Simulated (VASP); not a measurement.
# ZnS (rocksalt type) (Fm-3m) in VASP: notebook, part 2 of 2

VASP 6.6.1. The steps go on from the part before.

**4. Single point, PBE**

This run uses another cell than the first one, of 16.62 Å³/atom, 1.428 times its volume.

File INCAR:

```
SYSTEM = ZnS
PREC = Accurate
ENCUT = 520
EDIFF = 1E-7
ISMEAR = -1
SIGMA = 0.08
LREAL = .False.
LASPH = .True.
NELM = 60
ALGO = Normal
ISIF = 2
LWAVE = .False.
LCHARG = .False.
GGA = PE
NBANDS = 16
```

File KPOINTS:

```
regular mesh
0
Gamma
  15 15 15
  0 0 0
```

File POSCAR:

```
ZnS
1.0
    0.0000000000      2.5517717013      2.5517717013
    2.5517717013      0.0000000000      2.5517717013
    2.5517717013      2.5517717013      0.0000000000
Zn S
1 1
Direct
    0.0000000000      0.0000000000      0.0000000000
    0.5000000000      0.5000000000      0.5000000000
```

Potentials or basis: VASP PAW PBE potentials, release 64 (Zn, S).

Launch:

```bash
> cat potpaw_PBE.64/Zn/POTCAR potpaw_PBE.64/S/POTCAR > POTCAR
> mpirun -np 1 vasp_std > vasp.out
```

OUTCAR:

```text
SYSTEM = ZnS
   PREC = Accurate
   ENCUT = 520
   EDIFF = 1E-7
   ISMEAR = -1
   LREAL = .False.
   LASPH = .True.
   NELM = 60
   ISIF = 2
   GGA = PE

 ion  position               nearest neighbor table
   1  0.000  0.000  0.000-   2 2.55   2 2.55   2 2.55   2 2.55   2 2.55   2 2.55
   2  0.500  0.500  0.500-   1 2.55   1 2.55   1 2.55   1 2.55   1 2.55   1 2.55

  LATTYP: Found a face centered cubic cell.
 ALAT       =     5.1035434026

  Lattice vectors:

 A1 = (   0.0000000000,   2.5517717013,   2.5517717013)
 A2 = (   2.5517717013,   0.0000000000,   2.5517717013)
 A3 = (   2.5517717013,   2.5517717013,   0.0000000000)

Analysis of symmetry for initial positions (statically):
=====================================================================
 Subroutine PRICEL returns:
 Original cell was already a primitive cell.

 Routine SETGRP: Setting up the symmetry group for a
 face centered cubic supercell.

 Subroutine GETGRP returns: Found 48 space group operations
 (whereof 48 operations were pure point group operations)
 out of a pool of 48 trial point group operations.

The static configuration has the point symmetry O_h .

Analysis of symmetry for dynamics (positions and initial velocities):
=====================================================================
 Subroutine PRICEL returns:
 Original cell was already a primitive cell.

 Routine SETGRP: Setting up the symmetry group for a
 face centered cubic supercell.

 Subroutine GETGRP returns: Found 48 space group operations
 (whereof 48 operations were pure point group operations)
 out of a pool of 48 trial point group operations.

The dynamic configuration has the point symmetry O_h .

 Subroutine INISYM returns: Found 48 space group operations
 (whereof 48 operations are pure point group operations),
 and found     1 'primitive' translations

----------------------------------------------------------------------------------------

                                     Primitive cell

  volume of cell :      33.2319

  direct lattice vectors                    reciprocal lattice vectors
     0.000000000  2.551771701  2.551771701    -0.195942294  0.195942294  0.195942294
     2.551771701  0.000000000  2.551771701     0.195942294 -0.195942294  0.195942294
     2.551771701  2.551771701  0.000000000     0.195942294  0.195942294 -0.195942294

  length of vectors
     3.608750148  3.608750148  3.608750148     0.339382008  0.339382008  0.339382008

  position of ions in fractional coordinates (direct lattice)
     0.000000000  0.000000000  0.000000000
     0.500000000  0.500000000  0.500000000

  ion indices of the primitive-cell ions
   primitive index   ion index
                 1           1
                 2           2

----------------------------------------------------------------------------------------

 KPOINTS: regular mesh

Automatic generation of k-mesh.
 Grid dimensions read from file:
 generate k-points for:   15   15   15

 Generating k-lattice:

  Cartesian coordinates                     Fractional coordinates (reciprocal lattice)
    -0.013062820  0.013062820  0.013062820     0.066666667  0.000000000  0.000000000
     0.013062820 -0.013062820  0.013062820     0.000000000  0.066666667  0.000000000
     0.013062820  0.013062820 -0.013062820     0.000000000  0.000000000  0.066666667

  Length of vectors
     0.022625467  0.022625467  0.022625467

  Shift w.r.t. Gamma in fractional coordinates (k-lattice)
     0.000000000  0.000000000  0.000000000

 Subroutine IBZKPT returns following result:
 ===========================================

 Found    120 irreducible k-points:

 Following reciprocal coordinates:
            Coordinates               Weight
  0.000000  0.000000  0.000000      1.000000
  0.066667  0.000000  0.000000      8.000000
  0.133333  0.000000  0.000000      8.000000
  0.200000  0.000000  0.000000      8.000000
  0.266667  0.000000  0.000000      8.000000
  0.333333  0.000000  0.000000      8.000000
[... 16 lines left out ...]
  0.133333  0.133333  0.000000      6.000000
  0.200000  0.133333  0.000000     24.000000
 [... further k-points ...]
   k-points           NKPTS =    120   k-points in BZ     NKDIM =    120   number of bands    NBANDS=     16
   number of dos      NEDOS =    301   number of ions     NIONS =      2
   total plane-waves  NPLWV =  21952
   dimension x,y,z NGX =    28 NGY =   28 NGZ =   28
   dimension x,y,z NGXF=    56 NGYF=   56 NGZF=   56
   ions per type =               1   1
   NGX,Y,Z   is equivalent  to a cutoff of  12.90, 12.90, 12.90 a.u.
   NGXF,Y,Z  is equivalent  to a cutoff of  25.80, 25.80, 25.80 a.u.
 SYSTEM =  ZnS
   PREC   = accura    normal or accurate (medium, high low for compatibility)
   ISTART =      0    job   : 0-new  1-cont  2-samecut
   ICHARG =      2    charge: 1-file 2-atom 10-const
   ISPIN  =      1    spin polarized calculation?
   LNONCOLLINEAR =      F non collinear calculations
   LSORBIT =      F    spin-orbit coupling
   LASPH  =      T    aspherical Exc in radial PAW
   ENCUT  =  520.0 eV  38.22 Ry    6.18 a.u.   6.71  6.71  6.71*2*pi/ulx,y,z
   NELM   =     60;   NELMIN=  2; NELMDL= -5     # of ELM steps
   EDIFF  = 0.1E-06   stopping-criterion for ELM
   LREAL  =      F    real-space projection
   EDIFFG = 0.1E-05   stopping-criterion for IOM
   NSW    =      0    number of steps for IOM
   IBRION =     -1    ionic relax: 0-MD 1-quasi-New 2-CG
   NFREE  =      0    steps in history (QN), initial steepest desc. (CG)
   ISIF   =      2    stress and relaxation
   ISYM   =      2    0-nonsym 1-usesym 2-fastsym
   POTIM  = 0.5000    time-step for ionic-motion
   TEBEG  =    0.0;   TEEND  =   0.0 temperature during run
   PSTRESS=    0.0 pullay stress
   NELECT =      18.0000    total number of electrons
   NUPDOWN=      -1.0000    fix difference up-down
   EMIN   =  10.00;   EMAX   =-10.00  energy-range for DOS
   EFERMI =   0.00;   METHOD = LEGACY
   ISMEAR =    -1;   SIGMA  =   0.08  broadening in eV -4-tet -1-fermi 0-gaus
   EFERMI_NEDOS =   21; number of points for ismear=-14 and -15
   IALGO  =     38    algorithm
   IMIX   =      4    mixing-type and parameters
     AMIX     =   0.40;   BMIX     =  1.00
     AMIX_MAG =   1.60;   BMIX_MAG =  1.00
  volume/ion in A,a.u.               =      16.62       112.13
  Fermi-wavevector in a.u.,A,eV,Ry     =   1.334485  2.521812 24.229955  1.780851
  Thomas-Fermi vector in A             =   2.463263
   LORBIT       =      0    0 simple, 1 ext, 2 COOP (PROOUT), +10 PAW based schemes
   GGA     = PE    functional components
   LHFCALC =     F    Hartree Fock is set to
   AEXX    =    0.0000 exact exchange contribution
   IVDW    =     0    specifies the selected vdW correction
   LEPSILON=     F    determine dielectric tensor
   LRPA    =     F    only Hartree local field effects (RPA)
 non-spin polarized calculation
  energy-cutoff  :      520.00
  volume of cell :       33.23
 maximum number of plane-waves:       914
   NGX = 13   NGY = 13   NGZ = 13

 number of electron      18.0000002 magnetization

 Free energy of the ion-electron system (eV)
  ---------------------------------------------------
  ext. energy  EPLUGINS =         0.00000000
  ---------------------------------------------------
  free energy    TOTEN  =        -6.21744741 eV

  energy without entropy =       -6.21198405  energy(sigma->0) =       -6.21471573

 E-fermi :   3.9242     XC(G=0): -10.7871

 val. band max:        3.8153884003   @ k =  -0.4667   0.4667   0.0000
 cond. band min:       4.0221030307   @ k =   0.4667   0.4000   0.0000
 fundamental gap:      0.2067146304
 Fermi energy:         3.9241912951

 k-point     1 :       0.0000    0.0000    0.0000
  band No.  band energies     occupation
      1      -9.9627      2.00000
      2      -2.4583      2.00000
      3      -2.4583      2.00000
      4      -2.4439      2.00000
      5      -2.4439      2.00000
      6      -2.4439      2.00000
[... 8 lines left out ...]
     15      15.3270      0.00000
     16      15.3270      0.00000

 k-point     2 :       0.0667    0.0000    0.0000
  band No.  band energies     occupation
      1      -9.9110      2.00000
      2      -2.4719      2.00000
      3      -2.4719      2.00000
      4      -2.4502      2.00000
      5      -2.4383      2.00000
      6      -2.4383      2.00000
[... 8 lines left out ...]
     15      14.3825      0.00000
     16      15.3038      0.00000
[... 387 lines left out ...]
      5      -2.4257      2.00000
      6      -2.4257      2.00000
[... 8 lines left out ...]
     15      16.1623      0.00000
     16      16.5725      0.00000

 k-point    24 :       0.2000    0.1333    0.0000
  band No.  band energies     occupation
      1      -9.5205      2.00000
      2      -2.6546      2.00000
      3      -2.4843      2.00000
      4      -2.4692      2.00000
      5      -2.4110      2.00000
      6      -2.3938      2.00000
[... 8 lines left out ...]
     15      15.8608      0.00000
     16      16.7714      0.00000

 [... further k-points ...]
[... 5 lines left out ...]
  --------------------------------------------------------------------------------------
  -------------------------------------------------------------------------------------
  Total        0.0318264      0.0318264      0.0318264     -0.0000000      0.0000000      0.0000000
  in kB        1.5344124      1.5344124      1.5344124     -0.0000000      0.0000000      0.0000000
  external PRESSURE =       1.5344124 kB  Pullay stress =       0.0000000 kB

 VOLUME and BASIS-vectors are now :
 -----------------------------------------------------------------------------
  energy-cutoff  :      520.00
  volume of cell :       33.23
      direct lattice vectors                 reciprocal lattice vectors
     0.000000000  2.551771701  2.551771701    -0.195942294  0.195942294  0.195942294
     2.551771701  0.000000000  2.551771701     0.195942294 -0.195942294  0.195942294
     2.551771701  2.551771701  0.000000000     0.195942294  0.195942294 -0.195942294

 POSITION                                       TOTAL-FORCE (eV/Angst)
 -----------------------------------------------------------------------------------
      0.00000      0.00000      0.00000         0.000000     -0.000000      0.000000
      2.55177      2.55177      2.55177        -0.000000      0.000000     -0.000000
 -----------------------------------------------------------------------------------
    total drift:                               -0.000000      0.000000      0.000000

  FREE ENERGIE OF THE ION-ELECTRON SYSTEM (eV)
  ---------------------------------------------------
  free  energy   TOTEN  =        -6.2174474058 eV

  energy  without entropy=       -6.2119840538  energy(sigma->0) =       -6.21471573
```

OSZICAR:

```text
N       E                     dE             d eps       ncg     rms          rms(c)
DAV:   1     0.871643683058E+02    0.87164E+02   -0.91435E+03  3880   0.144E+03
DAV:   2    -0.148450085909E+01   -0.88649E+02   -0.83031E+02  4280   0.267E+02
DAV:   3    -0.665058996101E+01   -0.51661E+01   -0.51383E+01  4856   0.611E+01
DAV:   4    -0.669708411566E+01   -0.46494E-01   -0.46486E-01  4504   0.587E+00
DAV:   5    -0.669751543363E+01   -0.43132E-03   -0.43131E-03  4968   0.580E-01    0.687E+00
DAV:   6    -0.624819141639E+01    0.44932E+00   -0.77236E-01  5456   0.281E+01    0.534E+00
DAV:   7    -0.622005556266E+01    0.28136E-01   -0.18179E-01  4656   0.406E+00    0.270E+00
DAV:   8    -0.621754509144E+01    0.25105E-02   -0.49351E-03  5224   0.901E-01    0.648E-01
DAV:   9    -0.621739636225E+01    0.14873E-03   -0.12768E-03  4848   0.302E-01    0.696E-02
DAV:  10    -0.621744832638E+01   -0.51964E-04   -0.92234E-05  4888   0.754E-02    0.199E-02
DAV:  11    -0.621744765448E+01    0.67190E-06   -0.75399E-06  4976   0.288E-02    0.459E-03
DAV:  12    -0.621744753695E+01    0.11753E-06   -0.11387E-06  4680   0.773E-03    0.255E-03
DAV:  13    -0.621744739240E+01    0.14455E-06   -0.74104E-08  3608   0.262E-03    0.736E-04
DAV:  14    -0.621744740585E+01   -0.13452E-07   -0.67026E-09  2288   0.149E-03
   1 F= -.62174474E+01 E0= -.62147157E+01  d E =-.546335E-02
```

stdout:

```text
POSCAR found type information on POSCAR ZnS
 POSCAR found :  2 types and       2 ions
 scaLAPACK will be used
 LDA part: xc-table for (Slater+PW92), standard interpolation
 POSCAR, INCAR and KPOINTS ok, starting setup
 FFT: planning ... GRIDC
 FFT: planning ... GRID_SOFT
 FFT: planning ... GRID
 WAVECAR not read
 entering main loop
```

Run time: 52 s. Hardware: 1 thread of Intel Xeon 6975P-C, shared host; peak memory 0.2 GiB.

What came out:

```yaml
Free_energy: -6.2174 eV
Pressure: 0.2 GPa
Band_gap_on_the_k_mesh: zero (band 9 reaches 3.80 eV, above the bottom of band 10 at 3.56 eV)
```

Levels at points of the mesh, in eV from the Fermi level:
```csv
k point,band 6,band 7,band 8,band 9,band 10,band 11,band 12,band 13
"(0.00, 0.00, 0.00)",-6.37,-0.71,-0.71,-0.71,1.66,8.94,8.94,8.94
```

**5. Relaxation of cell and atoms, PBE**

This run uses another cell than the first one, of 12.58 Å³/atom, 1.081 times its volume.

File INCAR:

```
SYSTEM = ZnS
PREC     = Accurate       ! precision mode
ENCUT    = 600            ! plane-wave cutoff, eV
EDIFF    = 1E-6           ! SCF threshold, eV
ISMEAR   = -1             ! smearing method
SIGMA    = 0.08           ! smearing width, eV
LREAL    = .False.        ! projectors in reciprocal space
LASPH    = .True.         ! aspherical terms in the spheres
NELM     = 100            ! most SCF steps
ALGO     = Normal         ! electronic algorithm
ISIF     = 3              ! what is computed and relaxed
LWAVE    = .False.        ! write WAVECAR
LCHARG   = .False.        ! write CHGCAR
GGA      = PE             ! functional
IBRION   = 2              ! ionic algorithm
NSW      = 60             ! ionic steps
EDIFFG   = -0.005         ! ionic threshold
```

KPOINTS is that of step 4.

File POSCAR:

```
ZnS
1.0
    0.0000000000      2.3257586486      2.3257586486
    2.3257586486      0.0000000000      2.3257586486
    2.3257586486      2.3257586486      0.0000000000
Zn S
1 1
Direct
    0.0000000000      0.0000000000      0.0000000000
    0.5000000000      0.5000000000      0.5000000000
```

Launch:

```bash
> cat potpaw_PBE.64/Zn/POTCAR potpaw_PBE.64/S/POTCAR > POTCAR
> mpirun -np 1 vasp_std > vasp.out
```

Run time: 1.7 min. Hardware: 1 thread of Intel Xeon 6975P-C, shared host; peak memory 0.19 GiB.

It converged, with:

```yaml
Free_energy: -6.2153 eV
Relaxed_volume: 16.64 Å³/atom
Relaxed_cell: a = 3.610 Å, b = 3.610 Å, c = 3.610 Å, α = 60.00°, β = 60.00°, γ = 60.00°
Space_group_after_relaxing_to_0.05_Å: Fm-3m (No. 225)
Energy_gained_by_relaxing: 444.7 meV/atom
Ionic_steps: 3
Pressure_after_relaxing: 0.0 GPa
Band_gap_on_the_k_mesh: zero (band 9 reaches 3.78 eV, above the bottom of band 10 at 3.55 eV)
```

Step by step:
```
step  energy change (eV)  largest force (eV/Å)  pressure (GPa)  volume (Å³)
   1              0.0000                0.0000           45.27        25.16
   2             -0.5982                0.0000          -10.90        40.45
   3             -0.8895                0.0000            0.01        33.27
```

Final structure:
```
Zn S
1.0
     0.00000    2.55286    2.55286
     2.55286    0.00000    2.55286
     2.55286    2.55286    0.00000
Zn S
1 1
Direct
  0.00000 0.00000 0.00000
  0.50000 0.50000 0.50000
```

Levels at points of the mesh, in eV from the Fermi level:
```
           k point  band 5  band 6  band 7  band 8  band 9  band 10  band 11  band 12  band 13
(0.00, 0.00, 0.00)   -6.37   -6.37   -0.70   -0.70   -0.70     1.65     8.94     8.94     8.94
```

Caveat: the volume moved by over 15 % at a fixed basis, so the end points are rough.

**6. Overview**

```tsv
task	cell	k mesh	cutoff (eV)	gap on the mesh (eV)	pressure (GPa)
single point	a = 3.205 Å, angles 60.0°, 2 atoms	16 × 16 × 16	520	none	68.8
single point	a = 3.609 Å, angles 60.0°, 2 atoms	15 × 15 × 15	520	none	0.2
relaxation of cell and atoms	relaxed from a = 3.289 Å, angles 60.0°, 2 atoms	15 × 15 × 15	600	none	0.0
```

Alike in all rows: level PBE; potentials or basis VASP PAW PBE potentials, release 64 (Zn, S); no spin polarisation; smearing fermi-dirac 0.08 eV.

Caveats: the volume moved by over 15 % at a fixed basis, so the end points are rough (some runs).

Absolute energies hang on the potentials; compare differences alone.
